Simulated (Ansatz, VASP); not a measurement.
**One calculation of ZnSe, two programs**

The input INCAR:

```
SYSTEM = ZnSe
  PREC = Accurate
  ENCUT = 520
  EDIFF = 1E-6
  ISMEAR = 0
  SIGMA = 0.05
  LREAL = .FALSE.
  LASPH = .TRUE.
  NELM = 80
  ALGO = Normal
  ISIF = 2
  LWAVE = .FALSE.
  LCHARG = .FALSE.
  GGA = CA
  NBANDS = 16
```

KPOINTS

```
Automatic mesh
0
G
  10 10 10
  0 0 0
```

File POSCAR:

```
ZnSe
1.0
    0.0000000000      3.0578672435      2.7084740864
    2.7084740864      0.0000000000      2.7084740864
    2.7084740864      3.0578672435      0.0000000000
Zn Se
1 1
Direct
    0.0000000000      0.0000000000      0.0000000000
    0.7500000000      0.7500000000      0.7500000000
```

Input for Ansatz:

```yaml
crystal:
  lattice:
    - [0.0, 3.0578672435, 2.7084740864]
    - [2.7084740864, 0.0, 2.7084740864]
    - [2.7084740864, 3.0578672435, 0.0]
  atoms:
    - { symbol: Zn, position: [0.0, 0.0, 0.0] }
    - { symbol: Se, position: [0.75, 0.75, 0.75] }
basis:
  ecutwfc: 520.0
kpoints:
  mp_grid: { grid: [10, 10, 10] }
hamiltonian:
  xc: lda
  pseudopotentials: { kind: paw, azcp: { folder: soft_1 } }
scf:
  occupations: { method: gaussian, width: 0.05 }
output:
  forces: true
  stress: true
  eigenvalues: true
```

Alike in both runs: task single point; functional LDA; k mesh 10 × 10 × 10; occupations gaussian, width 0.05 eV; no spin polarisation.

```csv
,VASP,Ansatz
version,VASP 6.6.1,Ansatz 0.2.0
potentials or method,"VASP PAW LDA potentials, release 64 (Zn, Se), cutoff 520 eV","scalar-relativistic, plane waves, PAW"
valence electrons in the cell,18,28
```

VASP gave:

* gap on the k mesh at the Fermi level (eV): 0.87
* least direct gap on the mesh (eV): 0.87
* pressure (GPa): -2.5
* traceless stress, the component that is largest in VASP (GPa): -3.89

Question: Which values does Ansatz return?

Answer: gap on the k mesh at the Fermi level (eV): 0.83; least direct gap on the mesh (eV): 0.83; pressure (GPa): -2.8; traceless stress, the component that is largest in VASP (GPa): -3.91.

Ansatz warns that its potentials were made for another functional, while VASP's fit it. LDA's correlation is that of Perdew and Zunger in VASP and of Perdew and Wang (1992) in Ansatz. VASP's potentials hold 18 valence electrons a cell and Ansatz's 28, so a difference there can come from the potentials and not from the codes.
